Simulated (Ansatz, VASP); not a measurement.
## LaSc in VASP and in Ansatz

```xyz
2
Lattice="3.9082 0.0000 0.0000 0.0000 3.9082 0.0000 0.0000 0.0000 3.9082" Properties=species:S:1:pos:R:3 pbc="T T T"
La    0.0000    0.0000    0.0000
Sc    1.9541    1.9541    1.9541
```

Alike in both runs: task single point; functional PBE; k mesh 14 × 14 × 14; occupations gaussian, width 0.1 eV; no spin polarisation.

```csv
,VASP,Ansatz
version,VASP 6.6.1,Ansatz 0.2.0
potentials or method,"VASP PAW PBE potentials, release 64 (La, Sc_sv), cutoff 520 eV","scalar-relativistic, plane waves, PAW"
valence electrons in the cell,22,22
```

```tsv
	VASP	Ansatz	Ansatz less VASP
gap on the k mesh at the Fermi level (eV)	none	none	-
pressure (GPa)	1.2	1.2	-0.06
```

A gap of «none» marks a metal or a gap that the smearing closes.

Spin-orbit coupling is off throughout.
